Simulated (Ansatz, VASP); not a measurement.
# SiC: VASP beside Ansatz

```xyz
8
Lattice="4.3600 0.0000 0.0000 0.0000 4.3600 0.0000 0.0000 0.0000 4.3600" Properties=species:S:1:pos:R:3 pbc="T T T"
Si    0.0000    0.0000    0.0000
Si    0.0000    2.1800    2.1800
Si    2.1800    0.0000    2.1800
Si    2.1800    2.1800    0.0000
C     1.0900    1.0900    1.0900
C     1.0900    3.2700    3.2700
C     3.2700    1.0900    3.2700
C     3.2700    3.2700    1.0900
```

Alike in both runs: task relaxation of cell and atoms; functional LDA; k mesh 6 × 6 × 6; no spin polarisation.

```csv
,VASP,Ansatz
version,VASP 6.6.1,Ansatz 0.2.0
potentials or method,"VASP PAW LDA potentials, release 64 (Si, C), cutoff 600 eV","scalar-relativistic, plane waves, PAW"
occupations,"gaussian, width 0.01 eV",fixed
valence electrons in the cell,32,32
```

Ansatz gave:

| Quantity | Value |
| --- | --- |
| gap on the k mesh at the Fermi level, each at its own relaxed structure (eV) | 1.30 |
| relaxed volume (Å³/atom) | 10.14 |
| relaxed cell length with the largest relative difference (Å) | 4.329 |

Problem. Estimate VASP's values.

Solution. gap on the k mesh at the Fermi level, each at its own relaxed structure (eV): 1.29; relaxed volume (Å³/atom): 10.15; relaxed cell length with the largest relative difference (Å): 4.331.

LDA's correlation is that of Perdew and Zunger in VASP and of Perdew and Wang (1992) in Ansatz.
